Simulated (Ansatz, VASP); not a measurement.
**NiBr3 in VASP and in Ansatz**

The input INCAR:

```
PREC = Accurate
ENCUT = 520
EDIFF = 1E-6
ISMEAR = 0
SIGMA = 0.1
LREAL = False
LASPH = True
NELM = 150
ALGO = Normal
ISIF = 2
LWAVE = False
LCHARG = True
ISPIN = 2
MAGMOM = 2 0 0 0
LORBIT = 11
LMAXMIX = 4
GGA = PE
LELF = True
LVHAR = True
NBANDS = 28
```

The input KPOINTS:

```
regular mesh
0
Gamma
  4 4 4
```

POSCAR

```
NiBr3
1.0
    4.7029500000      0.0000000000      0.0000000000
    0.0000000000      4.7029500000      0.0000000000
    0.0000000000      0.0000000000      4.7029500000
Ni Br
1 3
Direct
    0.0000000000      0.0000000000      0.0000000000
    0.0000000000      0.5000000000      0.5000000000
    0.5000000000      0.5000000000      0.0000000000
    0.5000000000      0.0000000000      0.5000000000
```

Input for Ansatz:

```yaml
crystal:
  lattice:
    - [4.70295, 0.0, 0.0]
    - [0.0, 4.70295, 0.0]
    - [0.0, 0.0, 4.70295]
  atoms:
    - { symbol: Ni, position: [0.0, 0.0, 0.0], spin: 2.0 }
    - { symbol: Br, position: [0.0, 0.5, 0.5] }
    - { symbol: Br, position: [0.5, 0.5, 0.0] }
    - { symbol: Br, position: [0.5, 0.0, 0.5] }
basis:
  ecutwfc: 420
kpoints:
  mp_grid: { grid: [4, 4, 4] }
hamiltonian:
  xc: pbe
scf:
  occupations: { method: gaussian, width: 0.1 }
  lower_state_search: "off"
output:
  forces: true
  stress: true
  eigenvalues: true
  populations: true
magnetization:
  spin_polarized: true
```

Change from the starting cell: species swapped into the AlPt3 type (Pm-3m, No. 221).

Alike in both runs: task single point; functional PBE; k mesh 4 × 4 × 4; occupations gaussian, width 0.1 eV; collinear spin.

|  | VASP | Ansatz |
| --- | --- | --- |
| version | VASP 6.6.1 | Ansatz 0.2.0 |
| potentials or method | VASP PAW PBE potentials, release 64 (Ni, Br), cutoff 520 eV | scalar-relativistic, plane waves, PAW |
| valence electrons in the cell | 31 | 39 |

|  | VASP | Ansatz | Ansatz less VASP |
| --- | --- | --- | --- |
| gap on the k mesh at the Fermi level (eV) | none | none | - |
| pressure (GPa) | -1.3 | -1.3 | +0.02 |
| net moment per atom (μB) | 0.74 | 0.73 | -0.005 |
| size of the moment on the site where the two differ most (μB) | 0.49 | 0.57 | +0.082 |

Site moments also hang on the region over which each program counts them. A gap of «none» marks a metal or a gap that the smearing closes. VASP's potentials hold 31 valence electrons a cell and Ansatz's 39, so a difference there can come from the potentials and not from the codes.
